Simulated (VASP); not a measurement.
A run of VASP 6.6.1:

Contents of INCAR:

```
SYSTEM = Cu
PREC = Accurate
ENCUT = 520
EDIFF = 1E-7
ISMEAR = -1
SIGMA = 0.05
LREAL = .FALSE.
LASPH = .TRUE.
NELM = 80
ALGO = Normal
ISIF = 2
LWAVE = .FALSE.
LCHARG = .FALSE.
GGA = PS
NBANDS = 30
```

KPOINTS

```
Automatic mesh
0
G
  12 12 4
  0 0 0
```

Contents of POSCAR:

```
Cu
1.0
    2.5137785214      0.0000000000      0.0000000000
   -1.2568892608      2.1769960591      0.0000000000
    0.0000000000      0.0000000000      8.2063649859
Cu
4
Direct
    0.6666666667      0.3333333333      0.7500000000
    0.0000000000      0.0000000000      0.5000000000
    0.3333333333      0.6666666667      0.2500000000
    0.0000000000      0.0000000000      0.0000000000
```

Potentials or basis: VASP PAW PBE potentials, release 64 (Cu).

Command:

```bash
$ cat potpaw_PBE.64/Cu/POTCAR > POTCAR
$ mpirun -np 1 vasp_std > vasp.out
```

Hardware: 1 thread of Intel Xeon 8259CL, with other jobs on the host.

Task: How long does it take, and how much memory?

Result: Run time: 2.8 min on 1 thread of Intel Xeon 8259CL, on a shared host, peak memory 0.2 GiB. Counts: scf iterations 15, k points 57.
